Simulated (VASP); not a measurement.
Set up this calculation in VASP 6.6.1, as the native input.

- Task: single point
- Functional: PBE
- Potentials or basis: VASP PAW PBE potentials, release 64 (Ag, Sn_d, Se, I)
- Cutoff: 520 eV
- k mesh: 2 × 2 × 3
- Occupations: gaussian, width 0.15 eV
- Spin: no spin polarisation
- Dipole correction: no
- Further INCAR settings: ALGO = Normal; EDIFF = 1e-06; NBANDS = 42

The structure of AgSn2SeI3 lies in POSCAR:

```
AgSn2SeI3
1.0
    9.9225108238      0.0000000000      0.0000000000
   -4.9612554119      8.5931464427      0.0000000000
    0.0000000000      0.0000000000      4.8022376586
Ag Sn Se I
1 2 1 3
Direct
    0.0000000000      0.0000000000      0.0000000000
    0.3333333333      0.6666666667      0.5000000000
    0.6666666667      0.3333333333      0.5000000000
    0.0000000000      0.0000000000      0.5000000000
    0.6025159840      0.0000000000      0.5000000000
    0.0000000000      0.6025159840      0.5000000000
    0.3974840160      0.3974840160      0.5000000000
```

These files were run (other wordings do the same):

INCAR

```
SYSTEM = AgSn2SeI3
PREC = Accurate
ENCUT = 520
EDIFF = 1E-6
ISMEAR = 0
SIGMA = 0.15
LREAL = .FALSE.
LASPH = .TRUE.
NELM = 100
ALGO = Normal
ISIF = 2
LWAVE = .FALSE.
LCHARG = .FALSE.
GGA = PE
NBANDS = 42
```

KPOINTS

```
regular mesh
0
G
  2 2 3
  0 0 0
```

Potentials or basis: VASP PAW PBE potentials, release 64 (Ag, Sn_d, Se, I).

The run is started by

```sh
$ cat potpaw_PBE.64/Ag/POTCAR potpaw_PBE.64/Sn_d/POTCAR potpaw_PBE.64/Se/POTCAR potpaw_PBE.64/I/POTCAR > POTCAR
$ mpirun -np 1 vasp_std > vasp.out
```

It gave:

```yaml
Pressure: 0.0 GPa
Largest_force: 0.043 eV/Å
Band_gap_on_the_k_mesh: zero (band 33 reaches 0.53 eV, above the bottom of band 34 at 0.52 eV)
```

Caveat: the k points lie up to 0.44 Å⁻¹ apart; spin-orbit coupling is left out, which moves the levels of the heavy elements.

Wall time 69 s on 1 thread of Intel(R) Xeon(R) 6975P-C (Granite Rapids) (shared host), peak memory 0.55 GiB.
